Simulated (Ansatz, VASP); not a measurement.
# Two plane-wave programs on HfVF6

The input INCAR:

```
PREC = Accurate
ENCUT = 520
EDIFF = 1E-6
ISMEAR = 0
SIGMA = 0.05
LREAL = False
LASPH = True
NELM = 150
ALGO = Normal
ISIF = 2
LWAVE = False
LCHARG = False
ISPIN = 2
MAGMOM = 0.03 2.38 0.01 0.01 0.01 0.01 0.01 0.01
LORBIT = 11
LMAXMIX = 4
GGA = CA
NBANDS = 46
```

The input KPOINTS:

```
Automatic mesh
0
Gamma
  4 4 4
```

The input POSCAR:

```
HfVF6
1.0
    0.0000000000      4.0209999700      4.0209999700
    4.0209999700      0.0000000000      4.0209999700
    4.0209999700      4.0209999700      0.0000000000
Hf V F
1 1 6
Direct
    0.0000000000      0.0000000000      0.0000000000
    0.5000000000      0.5000000000      0.5000000000
    0.2449100000      0.2449100000      0.7550900000
    0.7550900000      0.7550900000      0.2449100000
    0.7550900000      0.2449100000      0.2449100000
    0.2449100000      0.7550900000      0.7550900000
    0.2449100000      0.7550900000      0.2449100000
    0.7550900000      0.2449100000      0.7550900000
```

Input for Ansatz:

```yaml
crystal:
  lattice:
    - [0.0, 4.02099997, 4.02099997]
    - [4.02099997, 0.0, 4.02099997]
    - [4.02099997, 4.02099997, 0.0]
  atoms:
    - { symbol: Hf, position: [0.0, 0.0, 0.0] }
    - { symbol: V, position: [0.5, 0.5, 0.5], spin: 1.0 }
    - { symbol: F, position: [0.24491, 0.24491, 0.75509] }
    - { symbol: F, position: [0.75509, 0.75509, 0.24491] }
    - { symbol: F, position: [0.75509, 0.24491, 0.24491] }
    - { symbol: F, position: [0.24491, 0.75509, 0.75509] }
    - { symbol: F, position: [0.24491, 0.75509, 0.24491] }
    - { symbol: F, position: [0.75509, 0.24491, 0.75509] }
basis:
  ecutwfc: 420
  ecutrho_ratio: 4
kpoints:
  mp_grid: { grid: [4, 4, 4] }
hamiltonian:
  xc: lda
  hubbard:
    sites:
      - { site: 1, l: d, u_eff: 0.0, starting_ns: [{ spin: up, occupation_matrix: s1up }, { spin: down, occupation_matrix: s1down }] }
    occupation_matrices:
      s1up:
        matrix:
          - [0.97, 0.0, 0.0, 0.0, 0.0]
          - [0.0, 0.02, 0.0, 0.0, 0.0]
          - [0.0, 0.0, 0.02, 0.0, 0.0]
          - [0.0, 0.0, 0.0, 0.97, 0.0]
          - [0.0, 0.0, 0.0, 0.0, 0.02]
      s1down:
        matrix:
          - [0.02, 0.0, 0.0, 0.0, 0.0]
          - [0.0, 0.97, 0.0, 0.0, 0.0]
          - [0.0, 0.0, 0.02, 0.0, 0.0]
          - [0.0, 0.0, 0.0, 0.02, 0.0]
          - [0.0, 0.0, 0.0, 0.0, 0.02]
    ns_hold: until_converged
scf:
  occupations: { method: gaussian, width: 0.05 }
  lower_state_search: "off"
  max_iter: 150
output:
  forces: true
  stress: true
  eigenvalues: true
  populations: true
  hubbard: { sites: [{ site: 1, l: d }] }
magnetization:
  spin_polarized: true
```

Alike in both runs: task single point; functional LDA; k mesh 4 × 4 × 4; occupations gaussian, width 0.05 eV; collinear spin.

|  | VASP | Ansatz |
| --- | --- | --- |
| version | VASP 6.6.1 | Ansatz 0.2.0 |
| potentials or method | VASP PAW LDA potentials, release 64 (Hf_pv, V_sv, F), cutoff 520 eV | scalar-relativistic, plane waves, PAW |
| valence electrons in the cell | 65 | 81 |

```csv
,VASP,Ansatz,Ansatz less VASP
gap on the k mesh at the Fermi level (eV),1.28,1.35,+0.074
least direct gap on the mesh (eV),1.34,1.37,+0.032
pressure (GPa),-1.9,-0.9,+0.98
rms of the force components (eV/Å),0.288,0.383,+0.0956
net moment per atom (μB),0.38,0.38,0.000
size of the moment on the site where the two differ most (μB),2.60,2.16,-0.440
```

LDA's correlation is that of Perdew and Zunger in VASP and of Perdew and Wang (1992) in Ansatz. Site moments also hang on the region over which each program counts them. Atom by atom the forces differ by 0.096 eV/Å (rms over components). VASP's potentials hold 65 valence electrons a cell and Ansatz's 81, so a difference there can come from the potentials and not from the codes. Ansatz's warnings: specified occupation not kept, symmetry narrowed by occupation matrices.

Spin-orbit coupling is off throughout.
